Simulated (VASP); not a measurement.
A run of VASP 6.6.1:

The input INCAR:

```
SYSTEM = BaO
  ALGO = Normal
  EDIFF = 1E-6
  ENCUT = 600
  GGA = PE
  GGA_COMPAT = .False.
  ISIF = 2
  ISMEAR = 0
  LASPH = .True.
  LCHARG = .False.
  LREAL = .False.
  LWAVE = .False.
  NBANDS = 15
  NELM = 120
  PREC = Accurate
  SIGMA = 0.02
```

Contents of KPOINTS:

```
k-points
0
Gamma
  8 8 8
  0 0 0
```

POSCAR

```
BaO
1.0
    0.0000000000      2.7866632389      2.7866632389
    2.7866632389      0.0000000000      2.7866632389
    2.7866632389      2.7866632389      0.0000000000
Ba O
1 1
Direct
    0.0000000000      0.0000000000      0.0000000000
    0.5000000000      0.5000000000      0.5000000000
```

Potentials or basis: VASP PAW PBE potentials, release 64 (Ba_sv, O).

Command:

```bash
$ cat potpaw_PBE.64/Ba_sv/POTCAR potpaw_PBE.64/O/POTCAR > POTCAR
$ mpirun -np 1 vasp_std > vasp.out
```

Hardware: 1 thread of Intel(R) Xeon(R) Platinum 8488C (Sapphire Rapids), with other jobs on the host.

Q: Estimate the wall time of this run.

A: It took 16 s on 1 thread of Intel(R) Xeon(R) Platinum 8488C (Sapphire Rapids), with other jobs on the host, peak memory 0.18 GiB. Counts: scf iterations 13, k points 29.
